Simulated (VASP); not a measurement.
# LiF (I4/mmm) in VASP: a series of runs, part 2 of 2

VASP 6.6.1. Earlier steps stand in the parts before.

## (4) Single point, r2SCAN (strain +0.0175 x Voigt [0, 1, 0, 0, 0, 0])

Contents of POSCAR:

```
LiF
1.0
    0.0000000000      2.0492450000      2.0140000000
    2.0140000000      0.0000000000      2.0140000000
    2.0140000000      2.0492450000      0.0000000000
Li F
1 1
Direct
    0.0000000000      0.0000000000      0.0000000000
    0.5000000000      0.5000000000      0.5000000000
```

Contents of INCAR.step1:

```
PREC = Accurate ; ENCUT = 520
ISMEAR = 0 ; SIGMA = 0.05
LREAL = F ; LASPH = T
NELM = 80 ; NBANDS = 12
GGA = PE ; ALGO = Normal
EDIFF = 1E-4 ; LWAVE = T
LCHARG = F
```

Contents of INCAR.step2:

```
PREC = Accurate ; ENCUT = 520
EDIFF = 1E-7 ; ISMEAR = 0
SIGMA = 0.05 ; LREAL = F
LASPH = T ; NELM = 80
ALGO = Normal ; ISIF = 2
LWAVE = F ; LCHARG = F
METAGGA = R2SCAN ; LMIXTAU = T
NBANDS = 12 ; ISTART = 1
```

Contents of KPOINTS:

```
Automatic mesh
0
Gamma
  10 10 10
```

Potentials or basis: VASP PAW PBE potentials, release 64 (Li_sv, F).

Command:

```
> cat potpaw_PBE.64/Li_sv/POTCAR potpaw_PBE.64/F/POTCAR > POTCAR
> cp INCAR.step1 INCAR
> mpirun -np 1 vasp_std > vasp.out
> cp INCAR.step2 INCAR
> mpirun -np 1 vasp_std > vasp.out
```

OUTCAR:

```text
PREC = Accurate
   ENCUT = 520
   EDIFF = 1E-7
   ISMEAR = 0
   LREAL = F
   LASPH = T
   NELM = 80
   ISIF = 2
   METAGGA = R2SCAN
   ISTART = 1

 ion  position               nearest neighbor table
   1  0.000  0.000  0.000-   2 2.01   2 2.01   2 2.01   2 2.01   2 2.05   2 2.05
   2  0.500  0.500  0.500-   1 2.01   1 2.01   1 2.01   1 2.01   1 2.05   1 2.05

  LATTYP: Found a body centered tetragonal cell.
 ALAT       =     2.8482261146
 C/A-ratio  =     1.4389622997

  Lattice vectors:

 A1 = (   0.0000000000,  -2.0492450000,   2.0140000000)
 A2 = (   0.0000000000,  -2.0492450000,  -2.0140000000)
 A3 = (   2.0140000000,   2.0492450000,   0.0000000000)

Analysis of symmetry for initial positions (statically):
=====================================================================
 Subroutine PRICEL returns:
 Original cell was already a primitive cell.

 Routine SETGRP: Setting up the symmetry group for a
 body centered tetragonal supercell.

 Subroutine GETGRP returns: Found 16 space group operations
 (whereof 16 operations were pure point group operations)
 out of a pool of 16 trial point group operations.

[... 176 lines left out ...]
      5      -1.7180      2.00000
      6       8.3512      0.00000
      7      23.4741      0.00000
      8      23.6124      0.00000
      9      23.6125      0.00000
     10      23.7840      0.00000
     11      24.2299      0.00000
     12      24.2302      0.00000
[... 331 lines left out ...]
 k-point    24 :       0.4000    0.3000    0.0000
  band No.  band energies     occupation
      1     -43.7889      2.00000
      2     -22.2996      2.00000
      3      -3.9872      2.00000
      4      -2.6222      2.00000
      5      -2.4887      2.00000
      6      12.4136      0.00000
      7      15.9510      0.00000
      8      18.2882      0.00000
      9      19.7624      0.00000
     10      20.7771      0.00000
     11      33.5382      0.00000
     12      34.2771      0.00000

 [... further k-points ...]

------------------------ aborting loop because EDIFF is reached ----------------------------------------

  FORCE on cell =-STRESS in cart. coord.  units (eV):
  Direction    XX          YY          ZZ          XY          YZ          ZX
  --------------------------------------------------------------------------------------
  -------------------------------------------------------------------------------------
  Total       -0.3762897     -0.4976538     -0.3762897     -0.0000000     -0.0000000      0.0000000
  in kB      -36.2651974    -47.9617579    -36.2651974     -0.0000000     -0.0000000      0.0000000
  external PRESSURE =     -40.1640509 kB  Pullay stress =       0.0000000 kB

 VOLUME and BASIS-vectors are now :
 -----------------------------------------------------------------------------
  energy-cutoff  :      520.00
  volume of cell :       16.62
      direct lattice vectors                 reciprocal lattice vectors
     0.000000000  2.049245000  2.014000000    -0.248262165  0.243992300  0.248262165
     2.014000000  0.000000000  2.014000000     0.248262165 -0.243992300  0.248262165
     2.014000000  2.049245000  0.000000000     0.248262165  0.243992300 -0.248262165

 POSITION                                       TOTAL-FORCE (eV/Angst)
 -----------------------------------------------------------------------------------
      0.00000      0.00000      0.00000        -0.000000      0.000000      0.000000
      2.01400      2.04924      2.01400         0.000000     -0.000000     -0.000000
 -----------------------------------------------------------------------------------
    total drift:                               -0.000000     -0.000000      0.000000

  FREE ENERGIE OF THE ION-ELECTRON SYSTEM (eV)
  ---------------------------------------------------
  free  energy   TOTEN  =       -11.8930780346 eV

  energy  without entropy=      -11.8930780346  energy(sigma->0) =      -11.89307803
```

OSZICAR.step1:

```text
N       E                     dE             d eps       ncg     rms          rms(c)
DAV:   1     0.314531513238E+02    0.31453E+02   -0.53223E+03  2536   0.843E+02
DAV:   2    -0.905870280721E+01   -0.40512E+02   -0.39619E+02  2956   0.189E+02
DAV:   3    -0.101417863393E+02   -0.10831E+01   -0.10807E+01  3340   0.265E+01
DAV:   4    -0.101511588587E+02   -0.93725E-02   -0.93720E-02  2764   0.263E+00
DAV:   5    -0.101512653731E+02   -0.10651E-03   -0.10651E-03  3188   0.204E-01    0.454E+00
DAV:   6    -0.962819964372E+01    0.52307E+00   -0.25347E+00  2740   0.981E+00    0.140E+00
DAV:   7    -0.963253348990E+01   -0.43338E-02   -0.18019E-02  3244   0.118E+00    0.864E-01
DAV:   8    -0.963944097251E+01   -0.69075E-02   -0.15381E-02  2964   0.129E+00    0.112E-01
DAV:   9    -0.963946759747E+01   -0.26625E-04   -0.95040E-04  2832   0.277E-01
   1 F= -.96394676E+01 E0= -.96394676E+01  d E =-.905906E-19
```

Run time: 29 s. Hardware: 1 thread of Intel Xeon 6975P-C (Granite Rapids), shared host; peak memory 0.14 GiB.

What came out:

```
Free energy            : -11.8931 eV
Band gap on the k mesh : 10.07 eV, direct
```

Levels at points of the mesh, in eV from the valence-band top:
```
           k point  band 1  band 2  band 3  band 4  band 5  band 6  band 7  band 8  band 9  band 10
(0.00, 0.00, 0.00)  -42.13  -21.08   -0.04   -0.04    0.00   10.07   25.19   25.33   25.33    25.50
(0.50, 0.00, 0.00)  -42.07  -20.67   -2.46   -0.28   -0.24   11.71   17.89   20.10   20.43    31.80
(0.50, 0.50, 0.00)  -42.06  -20.42   -2.95   -1.08   -0.97   15.97   17.25   18.86   21.45    21.73
(0.50, 0.00, 0.50)  -42.06  -20.44   -2.96   -0.97   -0.97   15.64   17.49   18.84   21.85    21.85
```

Caveat: the cell differs from its parent crystal (strain +0.0175 x Voigt [0, 1, 0, 0, 0, 0]); the cutoff is under 1.25 times the usual one of these potentials, so pressure, stress and relaxed cells hold a basis-set (Pulay) error; the PAW data sets were made with another functional, which shifts forces and pressure a little. A k mesh can miss the band edges.

## (5) Single point, r2SCAN (strain +0.0200 x Voigt [0, 1, 0, 0, 0, 0])

Contents of POSCAR:

```
LiF
1.0
    0.0000000000      2.0542800000      2.0140000000
    2.0140000000      0.0000000000      2.0140000000
    2.0140000000      2.0542800000      0.0000000000
Li F
1 1
Direct
    0.0000000000      0.0000000000      0.0000000000
    0.5000000000      0.5000000000      0.5000000000
```

Contents of INCAR.step1:

```
SYSTEM = LiF
ALGO = Normal
EDIFF = 1E-4
ENCUT = 520
GGA = PE
ISMEAR = 0
LASPH = .True.
LCHARG = .False.
LREAL = .False.
LWAVE = .True.
NBANDS = 12
NELM = 60
PREC = Accurate
SIGMA = 0.05
```

Contents of INCAR.step2:

```
SYSTEM = LiF
ALGO = Normal
EDIFF = 1E-6
ENCUT = 520
ISIF = 2
ISMEAR = 0
ISTART = 1
LASPH = .True.
LCHARG = .True.
LELF = .True.
LMIXTAU = .True.
LREAL = .False.
LVHAR = .True.
LWAVE = .False.
METAGGA = R2SCAN
NBANDS = 12
NELM = 60
PREC = Accurate
SIGMA = 0.05
```

Contents of KPOINTS:

```
k-points
0
Gamma
  10 10 10
  0 0 0
```

Command:

```
> cat potpaw_PBE.64/Li_sv/POTCAR potpaw_PBE.64/F/POTCAR > POTCAR
> cp INCAR.step1 INCAR
> mpirun -np 1 vasp_std > vasp.out
> cp INCAR.step2 INCAR
> mpirun -np 1 vasp_std > vasp.out
```

Wall time 23 s (1 thread of Intel Xeon 6975P-C (Granite Rapids), shared host); peak memory 0.14 GiB.

The run converged. Its results:

```yaml
Free_energy: -11.8920 eV
Band_gap_on_the_k_mesh: 10.04 eV, direct
```

Levels at points of the mesh, in eV from the valence-band top:
```tsv
k point	band 3	band 4	band 5	band 6	band 7	band 8
(0.00, 0.00, 0.00)	-0.04	-0.04	0.00	10.04	25.15	25.31
(0.50, 0.00, 0.00)	-2.46	-0.28	-0.24	11.69	17.85	20.05
(0.50, 0.50, 0.00)	-2.94	-1.09	-0.96	15.96	17.23	18.83
(0.50, 0.00, 0.50)	-2.95	-0.97	-0.97	15.58	17.50	18.80
```

Caveat: the cell differs from its parent crystal (strain +0.0200 x Voigt [0, 1, 0, 0, 0, 0]); the cutoff is under 1.25 times the usual one of these potentials, so pressure, stress and relaxed cells hold a basis-set (Pulay) error; the PAW data sets were made with another functional, which shifts forces and pressure a little. A k mesh can miss the band edges.

## (6) The runs side by side

| cell | gap on the mesh (eV) |
| --- | --- |
| a = 2.855, b = 2.848 Å, angles 60.1, 59.8, 60.1°, 2 atoms | 10.21 |
| a = 2.863, b = 2.848 Å, angles 60.2, 59.7, 60.2°, 2 atoms | 10.15 |
| a = 2.873, b = 2.848 Å, angles 60.3, 59.4, 60.3°, 2 atoms | 10.07 |
| a = 2.877, b = 2.848 Å, angles 60.3, 59.3, 60.3°, 2 atoms | 10.04 |

Alike in all rows: task single point; level r2SCAN; potentials or basis VASP PAW PBE potentials, release 64 (Li_sv, F); no spin polarisation; k mesh 10 × 10 × 10; cutoff (eV) 520; smearing gaussian 0.05 eV.

Caveats: the cutoff is under 1.25 times the usual one of these potentials, so pressure, stress and relaxed cells hold a basis-set (Pulay) error; the PAW data sets were made with another functional, which shifts forces and pressure a little.

Absolute energies hang on the potentials; compare differences alone.
